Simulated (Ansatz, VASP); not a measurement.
Ir: VASP beside Ansatz

File INCAR:

```
PREC     = Accurate       # precision mode
ENCUT    = 520            # plane-wave cutoff, eV
EDIFF    = 1E-6           # SCF threshold, eV
ISMEAR   = 0              # smearing method
SIGMA    = 0.1            # smearing width, eV
LREAL    = False          # projectors in reciprocal space
LASPH    = True           # aspherical terms in the spheres
NELM     = 100            # most SCF steps
ALGO     = Normal         # electronic algorithm
ISIF     = 2              # what is computed and relaxed
LWAVE    = False          # write WAVECAR
LCHARG   = False          # write CHGCAR
GGA      = PE             # functional
NBANDS   = 10             # bands
```

Contents of KPOINTS:

```
regular mesh
0
Gamma
  6 6 4
```

POSCAR

```
Ir
1.0
    2.6272859900      0.0000000000      0.0000000000
    0.0000000000      2.6272859900      0.0000000000
    0.0000000000      0.0000000000      4.2876244900
Ir
1
Direct
    0.0000000000      0.0000000000      0.0000000000
```

Input for Ansatz:

```yaml
crystal:
  lattice:
    - [2.62728599, 0.0, 0.0]
    - [0.0, 2.62728599, 0.0]
    - [0.0, 0.0, 4.28762449]
  atoms:
    - { symbol: Ir, position: [0.0, 0.0, 0.0] }
basis:
  ecutwfc: 420
kpoints:
  mp_grid: { grid: [6, 6, 4] }
hamiltonian:
  xc: pbe
scf:
  occupations: { method: gaussian, width: 0.1 }
  lower_state_search: "off"
output:
  forces: true
  stress: true
  eigenvalues: true
```

Alike in both runs: task single point; functional PBE; k mesh 6 × 6 × 4; occupations gaussian, width 0.1 eV; no spin polarisation.

|  | VASP | Ansatz |
| --- | --- | --- |
| version | VASP 6.6.1 | Ansatz 0.2.0 |
| potentials or method | VASP PAW PBE potentials, release 64 (Ir), cutoff 520 eV | scalar-relativistic, plane waves, PAW |
| valence electrons in the cell | 9 | 17 |

|  | VASP | Ansatz | Ansatz less VASP |
| --- | --- | --- | --- |
| gap on the k mesh at the Fermi level (eV) | none | none | - |
| pressure (GPa) | -16.7 | -16.8 | -0.13 |
| traceless stress, the component that is largest in VASP (GPa) | 12.86 | 13.07 | +0.208 |

A gap of «none» marks a metal or a gap that the smearing closes. With one functional, cell and mesh, what is left measures potentials, basis and numerics. VASP's potentials hold 9 valence electrons a cell and Ansatz's 17, so a difference there can come from the potentials and not from the codes.

The k mesh is coarse, so the values compare programs but aren't converged. Neither program's run includes spin-orbit coupling.
